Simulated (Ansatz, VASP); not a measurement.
One calculation of Au, two programs

```
Au
1.0
     0.00000    3.19855    3.19855
     3.19855    0.00000    3.19855
     3.19855    3.19855    0.00000
Au
2
Direct
  0.12500 0.12500 0.12500
  0.87500 0.87500 0.87500
```

Alike in both runs: task single point; functional PBE; k mesh 10 × 10 × 10; occupations fermi-dirac, width 0.1 eV; no spin polarisation.

|  | VASP | Ansatz |
| --- | --- | --- |
| version | VASP 6.6.1 | Ansatz 0.2.0 |
| potentials or method | VASP PAW PBE potentials, release 64 (Au), cutoff 520 eV | plane waves (420 eV) with PAW, scalar-relativistic |
| valence electrons in the cell | 22 | 38 |

```csv
,VASP,Ansatz,Ansatz less VASP
pressure (GPa),-4.3,-4.3,+0.05
```

VASP's potentials hold 22 valence electrons a cell and Ansatz's 38, so a difference there can come from the potentials and not from the codes.

Spin-orbit coupling is off throughout.
